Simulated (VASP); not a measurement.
# MgAgH3 (Cmcm) in VASP: relaxation of cell and atoms with PBEsol

Aim: the relaxation of cell and atoms of MgAgH3 with PBEsol.

Everything below comes from runs of VASP 6.6.1. Logs are shortened: lines on timing, memory, paths and dates and some standing lists are left out, and cuts for length are marked.

## Step 1: The cell of the first run

The structure is orthorhombic, space group Cmcm (No. 63). Conventional cell: a = 3.184 Å, b = 10.385 Å, c = 7.489 Å, α = 90.00°, β = 90.00°, γ = 90.00°. Within 3.2 Å of Mg (site symmetry m2m) lie 8 H at 2.35 to 2.62 Å and 2 Mg at 3.18 Å and 2 Ag at 3.19 Å. Ag (site symmetry 2/m) has 6 H at 2.07 to 2.14 Å within 2.7 Å. H (site symmetry m2m) has 2 Ag at 2.07 Å and 2 Mg at 2.35 Å within 2.7 Å. H (site symmetry m) has 2 Ag at 2.14 Å and 3 Mg at 2.46 to 2.62 Å and 4 H at 2.84 to 2.87 Å within 2.9 Å.

## Step 2: Relaxation of cell and atoms, PBEsol

File INCAR:

```
PREC = Accurate ; ENCUT = 600
EDIFF = 1E-6 ; ISMEAR = -1
SIGMA = 0.03 ; LREAL = F
LASPH = T ; NELM = 100
ALGO = Normal ; ISIF = 3
LWAVE = F ; LCHARG = F
GGA = PS ; IBRION = 2
NSW = 100 ; EDIFFG = -0.01
```

File KPOINTS:

```
Automatic mesh
0
Gamma
  8 8 4
```

File POSCAR:

```
MgAgH3
1.0
    1.5920934700     -5.1922997300      0.0000000000
    1.5920934700      5.1922997300      0.0000000000
    0.0000000000      0.0000000000      7.4894458600
Mg Ag H
2 2 6
Direct
    0.2483317300      0.7516682700      0.7500000000
    0.7516682700      0.2483317300      0.2500000000
    0.0000000000      0.0000000000      0.0000000000
    0.0000000000      0.0000000000      0.5000000000
    0.9142070500      0.0857929500      0.7500000000
    0.0857929500      0.9142070500      0.2500000000
    0.3684383800      0.6315616200      0.0580945900
    0.6315616200      0.3684383800      0.9419054100
    0.3684383800      0.6315616200      0.4419054100
    0.6315616200      0.3684383800      0.5580945900
```

Potentials or basis: VASP PAW PBE potentials, release 64 (Mg, Ag, H).

On the command line:

```sh
$ cat potpaw_PBE.64/Mg/POTCAR potpaw_PBE.64/Ag/POTCAR potpaw_PBE.64/H/POTCAR > POTCAR
$ mpirun -np 1 vasp_std > vasp.out
```

OUTCAR:

```text
PREC = Accurate
   ENCUT = 600
   EDIFF = 1E-6
   ISMEAR = -1
   LREAL = F
   LASPH = T
   NELM = 100
   ISIF = 3
   GGA = PS
   IBRION = 2
   NSW = 100
   EDIFFG = -0.01

 ion  position               nearest neighbor table
   1  0.248  0.752  0.750-   3 3.19   4 3.19   3 3.59   4 3.59   3 3.59   4 3.59
   2  0.752  0.248  0.250-   3 3.19   4 3.19   3 3.59   4 3.59   3 3.59   4 3.59
   3  0.000  0.000  0.000-   5 2.07   6 2.07   8 2.14   7 2.14   8 2.14   7 2.14   1 3.19   2 3.19
                             2 3.59   1 3.59   1 3.59   2 3.59
   4  0.000  0.000  0.500-   5 2.07   6 2.07  10 2.14   9 2.14  10 2.14   9 2.14   1 3.19   2 3.19
                             2 3.59   1 3.59   1 3.59   2 3.59
   5  0.914  0.086  0.750-   3 2.07   4 2.07
   6  0.086  0.914  0.250-   3 2.07   4 2.07
   7  0.368  0.632  0.058-   3 2.14   3 2.14
   8  0.632  0.368  0.942-   3 2.14   3 2.14
   9  0.368  0.632  0.442-   4 2.14   4 2.14
  10  0.632  0.368  0.558-   4 2.14   4 2.14

  LATTYP: Found a base centered orthorhombic cell.
 ALAT       =     3.1841869400
 B/A-ratio  =     3.2613033266
 C/A-ratio  =     2.3520748000

  Lattice vectors:

 A1 = (   1.5920934700,  -5.1922997300,   0.0000000000)
 A2 = (   1.5920934700,   5.1922997300,   0.0000000000)
 A3 = (   0.0000000000,   0.0000000000,   7.4894458600)

Analysis of symmetry for initial positions (statically):
=====================================================================
 Subroutine PRICEL returns:
 Original cell was already a primitive cell.

 Routine SETGRP: Setting up the symmetry group for a
 base centered orthorhombic supercell.

 Subroutine GETGRP returns: Found  8 space group operations
 (whereof  4 operations were pure point group operations)
 out of a pool of  8 trial point group operations.

The static configuration has the point symmetry C_2h.
 The point group associated with its full space group is D_2h.

Analysis of symmetry for dynamics (positions and initial velocities):
=====================================================================
 Subroutine PRICEL returns:
 Original cell was already a primitive cell.

 Routine SETGRP: Setting up the symmetry group for a
 base centered orthorhombic supercell.

 Subroutine GETGRP returns: Found  8 space group operations
 (whereof  4 operations were pure point group operations)
 out of a pool of  8 trial point group operations.

[... 110 lines left out ...]
   ICHARG =      2    charge: 1-file 2-atom 10-const
   ISPIN  =      1    spin polarized calculation?
   LNONCOLLINEAR =      F non collinear calculations
   LSORBIT =      F    spin-orbit coupling
   LASPH  =      T    aspherical Exc in radial PAW
   ENCUT  =  600.0 eV  44.10 Ry    6.64 a.u.  10.85 10.85 14.96*2*pi/ulx,y,z
   NELM   =    100;   NELMIN=  2; NELMDL= -5     # of ELM steps
   EDIFF  = 0.1E-05   stopping-criterion for ELM
   LREAL  =      F    real-space projection
   EDIFFG = -.1E-01   stopping-criterion for IOM
   NSW    =    100    number of steps for IOM
   IBRION =      2    ionic relax: 0-MD 1-quasi-New 2-CG
   NFREE  =      1    steps in history (QN), initial steepest desc. (CG)
   ISIF   =      3    stress and relaxation
   ISYM   =      2    0-nonsym 1-usesym 2-fastsym
   POTIM  = 0.5000    time-step for ionic-motion
   TEBEG  =    0.0;   TEEND  =   0.0 temperature during run
   PSTRESS=    0.0 pullay stress
   NELECT =      32.0000    total number of electrons
   NUPDOWN=      -1.0000    fix difference up-down
   EMIN   =  10.00;   EMAX   =-10.00  energy-range for DOS
   EFERMI =   0.00;   METHOD = LEGACY
   ISMEAR =    -1;   SIGMA  =   0.03  broadening in eV -4-tet -1-fermi 0-gaus
   EFERMI_NEDOS =   21; number of points for ismear=-14 and -15
   IALGO  =     38    algorithm
   IMIX   =      4    mixing-type and parameters
     AMIX     =   0.40;   BMIX     =  1.00
     AMIX_MAG =   1.60;   BMIX_MAG =  1.00
  volume/ion in A,a.u.               =      12.38        83.56
  Fermi-wavevector in a.u.,A,eV,Ry     =   1.042771  1.970551 14.794577  1.087371
  Thomas-Fermi vector in A             =   2.177451
   LORBIT       =      0    0 simple, 1 ext, 2 COOP (PROOUT), +10 PAW based schemes
   GGA     = PS    functional components
   LHFCALC =     F    Hartree Fock is set to
   AEXX    =    0.0000 exact exchange contribution
   IVDW    =     0    specifies the selected vdW correction
   LEPSILON=     F    determine dielectric tensor
   LRPA    =     F    only Hartree local field effects (RPA)
 conjugate gradient relaxation of ions
 non-spin polarized calculation
  energy-cutoff  :      600.00
  volume of cell :      123.82
 maximum number of plane-waves:      4172
 NGX is ok and might be reduce to    48
   NGX = 21   NGY = 21   NGZ = 29

--------------------------------------- Ionic step        1  -------------------------------------------

 number of electron      32.0000001 magnetization

 Free energy of the ion-electron system (eV)
  ---------------------------------------------------
  ext. energy  EPLUGINS =         0.00000000
  ---------------------------------------------------
  free energy    TOTEN  =       -27.49474293 eV

  energy without entropy =      -27.49438681  energy(sigma->0) =      -27.49456487

------------------------ aborting loop because EDIFF is reached ----------------------------------------

  FORCE on cell =-STRESS in cart. coord.  units (eV):
  Direction    XX          YY          ZZ          XY          YZ          ZX
  --------------------------------------------------------------------------------------
  -------------------------------------------------------------------------------------
  Total       -8.8002653    -10.8056270     -7.1422131      0.0000000      0.0000000      0.0000000
  in kB     -113.8671234   -139.8146109    -92.4134937      0.0000000      0.0000000      0.0000000
  external PRESSURE =    -115.3650760 kB  Pullay stress =       0.0000000 kB
[... 1331 lines left out ...]
  FREE ENERGIE OF THE ION-ELECTRON SYSTEM (eV)
  ---------------------------------------------------
  free  energy   TOTEN  =       -28.7891744456 eV

  energy  without entropy=      -28.7882550626  energy(sigma->0) =      -28.78871475

[... ionic steps 4 to 15 ...]

--------------------------------------- Ionic step       16  -------------------------------------------

 number of electron      31.9999998 magnetization

------------------------ aborting loop because EDIFF is reached ----------------------------------------
[... 83 lines left out ...]
--------------------------------------- Ionic step       18  -------------------------------------------

 number of electron      31.9999999 magnetization

 Free energy of the ion-electron system (eV)
  ---------------------------------------------------
  ext. energy  EPLUGINS =         0.00000000
  ---------------------------------------------------
  free energy    TOTEN  =       -29.05747440 eV

  energy without entropy =      -29.05737293  energy(sigma->0) =      -29.05742367

 E-fermi :   5.2601     XC(G=0): -10.3898

 val. band max:        5.1231320542   @ k =   0.2500   0.1250   0.0000
 cond. band min:       5.3764015233   @ k =   0.5000   0.0000   0.0000
 fundamental gap:      0.2532694691
 Fermi energy:         5.2601343444
[... 637 lines left out ...]
  FREE ENERGIE OF THE ION-ELECTRON SYSTEM (eV)
  ---------------------------------------------------
  free  energy   TOTEN  =       -29.0574744035 eV

  energy  without entropy=      -29.0573729314  energy(sigma->0) =      -29.05742367

 reached required accuracy - stopping structural energy minimisation
```

OSZICAR:

```text
N       E                     dE             d eps       ncg     rms          rms(c)
DAV:   1     0.133557087526E+03    0.13356E+03   -0.14660E+04  2772   0.139E+03
DAV:   2    -0.235156637000E+02   -0.15707E+03   -0.14550E+03  3060   0.242E+02
DAV:   3    -0.296515557983E+02   -0.61359E+01   -0.60033E+01  3418   0.467E+01
[... 159 lines left out ...]
DAV:   2    -0.290575571482E+02    0.19054E-02   -0.75611E-03  2910   0.109E+00    0.128E-01
DAV:   3    -0.290575217549E+02    0.35393E-04   -0.37453E-04  3078   0.131E-01    0.868E-02
DAV:   4    -0.290574805708E+02    0.41184E-04   -0.11661E-04  2886   0.105E-01    0.173E-02
DAV:   5    -0.290574745438E+02    0.60270E-05   -0.25977E-05  3078   0.610E-02    0.558E-03
DAV:   6    -0.290574744035E+02    0.14026E-06   -0.28347E-06  2394   0.127E-02
  18 F= -.29057474E+02 E0= -.29057424E+02  d E =-.126717E-03
```

It took 24 min on 1 thread of Intel Xeon 6975P-C (Granite Rapids), shared host; peak memory 0.56 GiB.

Results:

* Free energy: -29.0575 eV
* Relaxed volume: 9.55 Å³/atom
* Relaxed cell: a = 4.808 Å, b = 4.808 Å, c = 7.157 Å, α = 90.00°, β = 90.00°, γ = 144.76°
* Space group after relaxing (to 0.1 Å): Cmcm (No. 63)
* Energy gained by relaxing: 156.3 meV/atom
* Ionic steps: 18
* Pressure after relaxing: -0.1 GPa
* Band gap on the k mesh: 0.25 eV (least direct gap 0.63 eV)

Step by step:
| step | energy change (eV) | largest force (eV/Å) | pressure (GPa) | volume (Å³) |
| --- | --- | --- | --- | --- |
| 1 | 0.0000 | 0.3189 | -11.54 | 123.82 |
| 2 | -0.9761 | 0.4234 | -6.93 | 108.51 |
| 3 | -1.2944 | 0.5532 | -0.74 | 98.04 |
| 4 | -1.3033 | 0.5904 | 1.12 | 95.80 |
| 5 | -1.3036 | 0.5816 | 0.63 | 96.31 |
| 6 | -1.4051 | 0.4584 | 0.49 | 95.92 |
| 7 | -1.5179 | 0.0887 | 0.47 | 94.69 |
| 8 | -1.5198 | 0.1275 | 0.45 | 94.83 |
| 9 | -1.5424 | 0.0830 | -0.04 | 95.41 |
| 10 | -1.5542 | 0.0945 | -0.61 | 96.21 |
| 11 | -1.5580 | 0.0733 | 0.27 | 95.19 |
| 12 | -1.5580 | 0.0740 | 0.22 | 95.23 |
| 13 | -1.5600 | 0.0489 | 0.10 | 95.34 |
| 14 | -1.5609 | 0.0532 | -0.06 | 95.48 |
| 15 | -1.5619 | 0.0396 | 0.00 | 95.40 |
| 16 | -1.5626 | 0.0108 | 0.11 | 95.22 |
| 17 | -1.5626 | 0.0160 | 0.07 | 95.25 |
| 18 | -1.5627 | 0.0016 | -0.08 | 95.47 |

Final structure:
```cif
data_structure
_symmetry_space_group_name_H-M 'P 1'
_symmetry_Int_Tables_number 1
_cell_length_a 4.8077
_cell_length_b 4.8077
_cell_length_c 7.1575
_cell_angle_alpha 90.000
_cell_angle_beta 90.000
_cell_angle_gamma 144.756
_cell_volume 95.47
loop_
_atom_site_label
_atom_site_type_symbol
_atom_site_fract_x
_atom_site_fract_y
_atom_site_fract_z
_atom_site_occupancy
Mg1 Mg 0.25459 0.74541 0.75000 1
Mg2 Mg 0.74541 0.25459 0.25000 1
Ag1 Ag 0.00000 0.00000 0.00000 1
Ag2 Ag 0.00000 0.00000 0.50000 1
H1 H 0.90888 0.09112 0.75000 1
H2 H 0.09112 0.90888 0.25000 1
H3 H 0.35085 0.64915 0.07853 1
H4 H 0.64915 0.35085 0.92147 1
H5 H 0.35085 0.64915 0.42147 1
H6 H 0.64915 0.35085 0.57853 1
```

Caveat: the volume moved by over 15 % at a fixed basis, so the end points are rough; the PAW data sets were made with another functional, which shifts forces and pressure a little. A k mesh can miss the band edges.
